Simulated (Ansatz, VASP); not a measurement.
One calculation of PbF2, two programs

INCAR

```
PREC = Accurate
ENCUT = 600
EDIFF = 1E-6
ISMEAR = -1
SIGMA = 0.02
LREAL = F
LASPH = T
NELM = 120
ALGO = Normal
ISIF = 2
LWAVE = F
LCHARG = F
GGA = PE
NBANDS = 21
GGA_COMPAT = F
```

File KPOINTS:

```
Automatic mesh
0
Gamma
  8 8 8
```

Contents of POSCAR:

```
PbF2
1.0
    0.0000000000      2.9089856781      2.9870808379
    2.9089856781      0.0000000000      2.9870808379
    2.9089856781      2.9089856781      0.0000000000
Pb F
1 2
Direct
    0.0000000000      0.0000000000      0.0000000000
    0.2500000000      0.2500000000      0.2500000000
    0.7500000000      0.7500000000      0.7500000000
```

Input for Ansatz:

```yaml
crystal:
  lattice:
    - [0.0, 2.9089856781, 2.9870808379]
    - [2.9089856781, 0.0, 2.9870808379]
    - [2.9089856781, 2.9089856781, 0.0]
  atoms:
    - { symbol: Pb, position: [0.0, 0.0, 0.0] }
    - { symbol: F, position: [0.25, 0.25, 0.25] }
    - { symbol: F, position: [0.75, 0.75, 0.75] }
kpoints:
  mp_grid: { grid: [8, 8, 8] }
  band_path:
    path:
      - [0.0, 0.0, 0.0]
      - [0.5, 0.0, 0.5]
      - [0.625, 0.25, 0.625]
      - [0.375, 0.375, 0.75]
      - [0.5, 0.5, 0.5]
      - [0.5, 0.25, 0.75]
      - [0.286458, -0.5, -0.213542]
      - [0.0, 0.5, 0.5]
    npoints: 1
hamiltonian:
  xc: pbe
scf:
  occupations: { method: fermi_dirac, width: 0.02 }
  n_extra_bands: 4
output:
  forces: true
  stress: true
  eigenvalues: true
  write_density: true
  write_potential: true
  elf: true
  volumetric_format: npy
```

Change from the starting cell: epitaxial_xy strain -1.2%.

Alike in both runs: task single point; functional PBE; k mesh 8 × 8 × 8; occupations fermi-dirac, width 0.02 eV; no spin polarisation.

|  | VASP | Ansatz |
| --- | --- | --- |
| version | VASP 6.6.1 | Ansatz 0.2.0 |
| potentials or method | VASP PAW PBE potentials, release 64 (Pb_d, F) | plane waves, PAW |
| plane-wave cutoff (eV) | 600 | 420 |
| valence electrons in the cell | 28 | 28 |

```csv
,VASP,Ansatz,Ansatz less VASP
gap on the k mesh at the Fermi level (eV),4.35,4.35,+0.002
pressure (GPa),4.9,5.1,+0.25
"traceless stress, the component that is largest in VASP (GPa)",-0.91,-0.91,0.000
```

With one functional, cell and mesh, what is left measures potentials, basis and numerics.

Spin-orbit coupling is off throughout.
